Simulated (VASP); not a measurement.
The system is AlN.

```
CELL_PARAMETERS angstrom
0.00000 2.20154 2.20154
2.20154 0.00000 2.20154
2.20154 2.20154 0.00000
ATOMIC_POSITIONS crystal
Al 0.00000 0.00000 0.00000
N 0.25000 0.25000 0.25000
```

* Program: VASP 6.6.1
* Task: relaxation of cell and atoms
* Functional: LDA
* Potentials or basis: VASP PAW LDA potentials, release 64 (Al, N)
* Cutoff: 600 eV
* k mesh: 10 × 10 × 10
* Occupations: fermi-dirac, width 0.02 eV
* Spin: no spin polarisation

At the start: pressure -7.7 GPa; volume 10.67 Å³/atom.

**Question.** Where does the relaxation end?

**Answer.** Over 3 steps the energy falls by 10.2 meV/atom and the volume is 10.26 Å³/atom (-3.8 %); space group F-43m (No. 216, to 0.05 Å).

Step by step:
```tsv
step	energy change (eV)	largest force (eV/Å)	pressure (GPa)	volume (Å³)
1	0.0000	0.0000	-7.66	21.34
2	-0.0029	0.0000	8.06	19.80
3	-0.0203	0.0000	-0.05	20.52
```

Final structure:
```
Al N
1.0
     0.00000    2.17304    2.17304
     2.17304    0.00000    2.17304
     2.17304    2.17304    0.00000
Al N
1 1
Direct
  0.00000 0.00000 0.00000
  0.25000 0.25000 0.25000
```
